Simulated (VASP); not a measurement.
# Si62Ge (a cell with a defect) in VASP: a series of runs, part 2 of 2

VASP 6.6.1. Earlier steps stand in the parts before.

### Step 3. Single point, PBEsol

The input, INCAR:

```
SYSTEM = Si62Ge
PREC = Accurate
ENCUT = 520
EDIFF = 1E-6
ISMEAR = -1
SIGMA = 0.05
LREAL = Auto
LASPH = .True.
NELM = 80
ALGO = Normal
ISIF = 2
LWAVE = .False.
LCHARG = .False.
GGA = PS
NBANDS = 168
NELECT = 264.0
```

The input, KPOINTS:

```
Automatic mesh
0
Gamma
  1 1 1
  0 0 0
```

The input, POSCAR:

```
Si62Ge
1.0
   10.8600000000      0.0000000000      0.0000000000
    0.0000000000     10.8600000000      0.0000000000
    0.0000000000      0.0000000000     10.8600000000
Si Ge
62 1
Direct
    0.5051989153      0.0046933318      0.0051989153
    0.7453066682      0.2448010847      0.0051989153
    0.8734412958      0.3719540512      0.1259650325
    0.8731874290      0.1270722957      0.3731874290
    0.0006737992     -0.0000874813      0.0008507962
    0.1254320048      0.1245482934      0.1254517066
    0.2495935101      0.2493381219      0.0006618781
    0.3778299732      0.3721700268      0.1238805011
    0.5006618781      0.5004064899      0.0006618781
    0.6254517066      0.6245679952      0.1254517066
    0.7500874813      0.7493262008      0.0008507962
    0.8731874290      0.8768125710      0.1229277043
    0.2502597261     -0.0001659062      0.2501659062
    0.3780459488      0.1240349675      0.3734412958
    0.5051989153      0.2448010847      0.2453066682
    0.6259650325      0.3719540512      0.3734412958
    0.7501659062      0.4997402739      0.2501659062
    0.8752413312      0.6260360940      0.3752413312
    0.5008507962     -0.0000874813      0.5006737992
    0.6254517066      0.1245482934      0.6254320048
    0.7500874813      0.2491492038      0.5006737992
    0.8752720658      0.3743551046      0.6251044981
    0.7501659062     -0.0001659062      0.7502597261
    0.8734412958      0.1240349675      0.8780459488
   -0.0004491466      0.4998050355      0.0005247533
    0.1252395672      0.6247604328      0.1264330751
    0.2501949645      0.7504491466      0.0005247533
    0.3780459488      0.8765587042      0.1259650325
    0.0006737992      0.2491492038      0.2500874813
    0.1251044981      0.3743551046      0.3752720658
    0.2509962000      0.4990038000      0.2504620485
    0.3756448954      0.6248955019      0.3752720658
    0.5008507962      0.7493262008      0.2500874813
    0.6229277043      0.8768125710      0.3731874290
   -0.0012874158      0.0009299670      0.4987125842
    0.1252395672      0.1235669249      0.6252395672
    0.2501949645      0.2494752467      0.4995508534
    0.3755708786      0.3744291214      0.6244521943
    0.5005247533      0.4998050355      0.4995508534
    0.6264330751      0.6247604328      0.6252395672
    0.7490700330      0.7512874158      0.4987125842
    0.8752413312      0.8747586688      0.6239639060
    0.2509962000     -0.0004620485      0.7509962000
    0.3778299732      0.1261194989      0.8778299732
    0.5006618781      0.2493381219      0.7495935101
    0.6238805011      0.3721700268      0.8778299732
    0.7504620485      0.4990038000      0.7509962000
    0.8752720658      0.6248955019      0.8756448954
   -0.0012874158      0.7512874158      0.2490700330
    0.1239639060      0.8747586688      0.3752413312
    0.0003320243      0.5006704277      0.5003320243
    0.1253379582      0.6246620418      0.6253379582
    0.2493295723      0.7496679757      0.5003320243
    0.3756448954      0.8747279342      0.6251044981
   -0.0004491466      0.2494752467      0.7501949645
    0.1244521943      0.3744291214      0.8755708786
    0.2499299946      0.5000700054      0.7499299946
    0.3755708786      0.6255478057      0.8755708786
    0.5005247533      0.7504491466      0.7501949645
    0.6259650325      0.8765587042      0.8780459488
    0.0003320243      0.7496679757      0.7493295723
    0.1251044981      0.8747279342      0.8756448954
    0.7307315472      0.0192684528      0.2307315472
```

Potentials or basis: VASP PAW PBE potentials, release 64 (Si, Ge_d).

On the command line:

```
$ cat potpaw_PBE.64/Si/POTCAR potpaw_PBE.64/Ge_d/POTCAR > POTCAR
$ mpirun -np 1 vasp_gam > vasp.out
```

OUTCAR:

```text
SYSTEM = Si62Ge
   PREC = Accurate
   ENCUT = 520
   EDIFF = 1E-6
   ISMEAR = -1
   LREAL = Auto
   LASPH = .True.
   NELM = 80
   ISIF = 2
   GGA = PS
   NELECT = 264.0

 ion  position               nearest neighbor table
   1  0.505  0.005  0.005-  28 2.36  60 2.36  44 2.36
   2  0.745  0.245  0.005-   3 2.36  24 2.36  46 2.36
   3  0.873  0.372  0.126-  29 2.35  17 2.35   2 2.36  25 2.38
   4  0.873  0.127  0.373-  21 2.34  29 2.34  35 2.37  63 2.48
   5  0.001  1.000  0.001-  12 2.34   6 2.34  24 2.35  62 2.35
   6  0.125  0.125  0.125-   7 2.34   5 2.34  29 2.34  13 2.35
   7  0.250  0.249  0.001-   6 2.34   8 2.35  44 2.35  56 2.35
   8  0.378  0.372  0.124-   7 2.35   9 2.35  15 2.36  31 2.38
   9  0.501  0.500  0.001-  10 2.34   8 2.35  46 2.35  58 2.35
  10  0.625  0.625  0.125-   9 2.34  11 2.34  33 2.34  17 2.35
  11  0.750  0.749  0.001-  12 2.34  10 2.34  60 2.35  48 2.35
  12  0.873  0.877  0.123-   5 2.34  11 2.34  49 2.37  63 2.48
  13  0.250  1.000  0.250-   6 2.35  14 2.35  28 2.35  50 2.36
  14  0.378  0.124  0.373-  19 2.35  13 2.35  15 2.36  37 2.38
  15  0.505  0.245  0.245-  14 2.36  16 2.36   8 2.36
  16  0.626  0.372  0.373-  21 2.35  17 2.35  15 2.36  39 2.38
  17  0.750  0.500  0.250-  10 2.35   3 2.35  16 2.35  18 2.36
[... 43 lines left out ...]
  61  0.000  0.750  0.749-  52 2.35  42 2.35  48 2.36  62 2.36
  62  0.125  0.875  0.876-  27 2.35   5 2.35  43 2.35  61 2.36
  63  0.731  0.019  0.231-   4 2.48  12 2.48  34 2.48

  LATTYP: Found a simple cubic cell.
 ALAT       =    10.8600000000

  Lattice vectors:

 A1 = (  10.8600000000,   0.0000000000,   0.0000000000)
 A2 = (   0.0000000000,  10.8600000000,   0.0000000000)
 A3 = (   0.0000000000,   0.0000000000,  10.8600000000)

Analysis of symmetry for initial positions (statically):
=====================================================================
 Subroutine PRICEL returns:
 Original cell was already a primitive cell.

[... 243 lines left out ...]
  Fermi-wavevector in a.u.,A,eV,Ry     =   0.967044  1.827449 12.723821  0.935174
  Thomas-Fermi vector in A             =   2.096897
   LORBIT       =      0    0 simple, 1 ext, 2 COOP (PROOUT), +10 PAW based schemes
   GGA     = PS    functional components
   LHFCALC =     F    Hartree Fock is set to
   AEXX    =    0.0000 exact exchange contribution
   IVDW    =     0    specifies the selected vdW correction
   LEPSILON=     F    determine dielectric tensor
   LRPA    =     F    only Hartree local field effects (RPA)
 non-spin polarized calculation
  energy-cutoff  :      520.00
  volume of cell :     1280.82
 maximum number of plane-waves:     17229
 NGX is ok and might be reduce to    84
   NGX = 41   NGY = 41   NGZ = 41

 number of electron     263.9999985 magnetization

 Free energy of the ion-electron system (eV)
  ---------------------------------------------------
  ext. energy  EPLUGINS =         0.00000000
  ---------------------------------------------------
  free energy    TOTEN  =      -339.29695820 eV

  energy without entropy =     -338.97659427  energy(sigma->0) =     -339.13677623

 E-fermi :   6.1614     XC(G=0):  -9.5439

 val. band max:        6.0913771752   @ k =   0.0000   0.0000   0.0000
 cond. band min:       6.1873838022   @ k =   0.0000   0.0000   0.0000
 fundamental gap:      0.0960066270
 Fermi energy:         6.1614276929

 k-point     1 :       0.0000    0.0000    0.0000
  band No.  band energies     occupation
      1     -18.1649      2.00000
      2     -18.1640      2.00000
      3     -18.1640      2.00000
      4     -18.1221      2.00000
      5     -18.1221      2.00000
      6      -6.3112      2.00000
[... 136 lines left out ...]
    143       6.7779      0.00001
    144       6.7779      0.00001
 [bands above 144 left out]

------------------------ aborting loop because EDIFF is reached ----------------------------------------

  FORCE on cell =-STRESS in cart. coord.  units (eV):
  Direction    XX          YY          ZZ          XY          YZ          ZX
  --------------------------------------------------------------------------------------
  -------------------------------------------------------------------------------------
  Total       18.7311312     18.7311312     18.7311312     -0.5052589     -0.5052589      0.5052589
  in kB       23.4306918     23.4306918     23.4306918     -0.6320262     -0.6320262      0.6320262
  external PRESSURE =      23.4306918 kB  Pullay stress =       0.0000000 kB

 VOLUME and BASIS-vectors are now :
 -----------------------------------------------------------------------------
  energy-cutoff  :      520.00
  volume of cell :     1280.82
      direct lattice vectors                 reciprocal lattice vectors
    10.860000000  0.000000000  0.000000000     0.092081031  0.000000000  0.000000000
     0.000000000 10.860000000  0.000000000     0.000000000  0.092081031  0.000000000
     0.000000000  0.000000000 10.860000000     0.000000000  0.000000000  0.092081031

 POSITION                                       TOTAL-FORCE (eV/Angst)
 -----------------------------------------------------------------------------------
      5.48646      0.05097      0.05646         0.007470     -0.005666      0.007470
      8.09403      2.65854      0.05646         0.005666     -0.007470      0.007470
      9.48557      4.03942      1.36798         0.007049      0.018394     -0.005282
      9.48282      1.38001      4.05282        -0.011382     -0.009535     -0.011382
      0.00732     10.85905      0.00924        -0.002402     -0.011211     -0.002347
      1.36219      1.35259      1.36241         0.011654     -0.005503      0.005503
[... 55 lines left out ...]
      1.35863      9.49955      9.50950         0.002350     -0.000120     -0.005757
      7.93574      0.20926      2.50574         0.008541     -0.008541      0.008541
 -----------------------------------------------------------------------------------
    total drift:                                0.010097     -0.010096      0.010097

  FREE ENERGIE OF THE ION-ELECTRON SYSTEM (eV)
  ---------------------------------------------------
  free  energy   TOTEN  =      -339.2969581976 eV

  energy  without entropy=     -338.9765942692  energy(sigma->0) =     -339.13677623
```

Run time: 7.2 min. Hardware: 1 thread of Intel Xeon Platinum 8259CL at 2.50GHz (Skylake/Cascade Lake), shared host; peak memory 0.96 GiB.

What came out:

- Free energy: -339.2970 eV
- Largest force: 0.036 eV/Å

Forces on the atoms (eV/Å):
```
Si   0.007 -0.006  0.007
Si   0.006 -0.007  0.007
Si   0.007  0.018 -0.005
Si  -0.011 -0.010 -0.011
Si  -0.002 -0.011 -0.002
Si   0.012 -0.006  0.006
Si  -0.002  0.005 -0.005
Si  -0.022  0.022  0.018
Si  -0.005  0.002 -0.005
Si   0.006 -0.012  0.006
Si   0.011  0.002 -0.002
Si  -0.011  0.011  0.010
Si   0.008 -0.008  0.008
Si  -0.018  0.005  0.007
Si   0.007 -0.007  0.006
Si  -0.005  0.018  0.007
Si   0.008 -0.008  0.008
Si  -0.001 -0.012 -0.001
Si  -0.002 -0.011 -0.002
Si   0.006 -0.006  0.012
Si   0.011  0.002 -0.002
Si   0.000  0.006  0.002
Si   0.008 -0.008  0.008
Si   0.007  0.005 -0.018
Si  -0.007 -0.007  0.008
Si   0.008 -0.008  0.001
Si   0.007  0.007  0.008
Si  -0.018 -0.007 -0.005
Si  -0.002  0.002  0.011
Si   0.002  0.006  0.000
Si  -0.002  0.002 -0.019
Si  -0.006 -0.002  0.000
Si  -0.002  0.002  0.011
Si   0.010  0.011 -0.011
Si  -0.009  0.000 -0.009
Si   0.008 -0.001  0.008
Si   0.007 -0.008 -0.007
Si  -0.004  0.004  0.014
Si   0.008 -0.007 -0.007
Si   0.001 -0.008  0.008
Si   0.000  0.009 -0.009
Si  -0.001  0.001  0.012
Si  -0.002  0.019 -0.002
Si  -0.022 -0.018 -0.022
Si  -0.005  0.005 -0.002
Si   0.018  0.022 -0.022
Si  -0.019  0.002 -0.002
Si   0.000 -0.002 -0.006
Si  -0.009  0.009  0.000
Si   0.012  0.001 -0.001
Si  -0.003  0.003 -0.003
Si   0.006 -0.006  0.006
Si  -0.003  0.003 -0.003
Si  -0.006  0.000  0.002
Si  -0.007 -0.008  0.007
Si   0.014  0.004 -0.004
Si  -0.005  0.005 -0.005
Si  -0.004 -0.014 -0.004
Si   0.008  0.007  0.007
Si  -0.005 -0.007 -0.018
Si  -0.003  0.003 -0.003
Si   0.002  0.000 -0.006
Ge   0.009 -0.009  0.009
```

Levels at points of the mesh, in eV from the Fermi level:
| k point | band 127 | band 128 | band 129 | band 130 | band 131 | band 132 | band 133 | band 134 | band 135 | band 136 |
| --- | --- | --- | --- | --- | --- | --- | --- | --- | --- | --- |
| (0.00, 0.00, 0.00) | -1.54 | -0.83 | -0.83 | -0.82 | -0.07 | 0.03 | 0.03 | 0.08 | 0.08 | 0.14 |

Caveat: the k points lie up to 0.58 Å⁻¹ apart; the cell carries a net charge on a neutralising background, which shifts energy and pressure; the cell is charged against a uniform background, so pressure and absolute levels hang on convention; the PAW data sets were made with another functional, which shifts forces and pressure a little.
